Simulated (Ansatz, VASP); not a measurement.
# LiHF2: VASP beside Ansatz

```xyz
4
Lattice="1.4428 0.8330 4.3946 -1.4428 0.8330 4.3946 0.0000 -1.6660 4.3946" Properties=species:S:1:pos:R:3 pbc="T T T"
Li    0.0000    0.0000    0.0000
H     0.0000    0.0000    6.5918
F     0.0000    0.0000    5.4384
F     0.0000    0.0000    7.7452
```

Change from the starting cell: strain +0.000 along x and y, +0.015 along z, atoms carried along.

Alike in both runs: task single point; functional LDA; k mesh 9 × 9 × 9; occupations gaussian, width 0.05 eV; no spin polarisation.

|  | VASP | Ansatz |
| --- | --- | --- |
| version | VASP 6.6.1 | Ansatz 0.2.0 |
| potentials or method | VASP PAW LDA potentials, release 64 (Li_sv, H, F), cutoff 520 eV | scalar-relativistic, plane waves, PAW |
| valence electrons in the cell | 18 | 18 |

|  | VASP | Ansatz | Ansatz less VASP |
| --- | --- | --- | --- |
| gap on the k mesh at the Fermi level (eV) | 8.07 | 8.11 | +0.038 |
| least direct gap on the mesh (eV) | 8.27 | 8.31 | +0.037 |
| rms of the force components (eV/Å) | 0.107 | 0.145 | +0.0377 |

LDA's correlation is that of Perdew and Zunger in VASP and of Perdew and Wang (1992) in Ansatz. Atom by atom the forces differ by 0.038 eV/Å (rms over components).

Noted on VASP's run: the cutoff is short for stress, so the pressure is rough.
